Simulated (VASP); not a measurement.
Wanted: the native input for a VASP 6.6.1 run.

```
Task                   : single point
Functional             : PBE
Potentials or basis    : VASP PAW PBE potentials, release 64 (Ga_d, As)
Cutoff                 : 520 eV
k mesh                 : 12 × 12 × 12
Occupations            : gaussian, width 0.01 eV
Spin                   : no spin polarisation
Dipole correction      : no
Further INCAR settings : ALGO = Normal; EDIFF = 1e-07; NBANDS = 16
```

The structure of GaAs lies in POSCAR:

```
GaAs
1.0
    0.0000000000      2.8729417344      2.8729417344
    2.8729417344      0.0000000000      2.8729417344
    2.8729417344      2.8729417344      0.0000000000
Ga As
1 1
Direct
    0.0000000000      0.0000000000      0.0000000000
    0.7500000000      0.7500000000      0.7500000000
```

One way to write it, as run:

INCAR

```
SYSTEM = GaAs
PREC = Accurate
ENCUT = 520
EDIFF = 1E-7
ISMEAR = 0
SIGMA = 0.01
LREAL = .False.
LASPH = .True.
NELM = 80
ALGO = Normal
ISIF = 2
LWAVE = .False.
LCHARG = .True.
GGA = PE
LELF = .True.
LVHAR = .True.
NBANDS = 16
```

KPOINTS

```
Automatic mesh
0
Gamma
  12 12 12
  0 0 0
```

Potentials or basis: VASP PAW PBE potentials, release 64 (Ga_d, As).

The run is started by

```console
$ cat potpaw_PBE.64/Ga_d/POTCAR potpaw_PBE.64/As/POTCAR > POTCAR
$ mpirun -np 1 vasp_std > vasp.out
```

Results of the run:

```
Pressure               : 0.2 GPa
Band gap on the k mesh : 0.16 eV
```

Wall time 66 s on 1 thread of AMD EPYC 7R13, with other jobs on the host, peak memory 0.18 GiB.
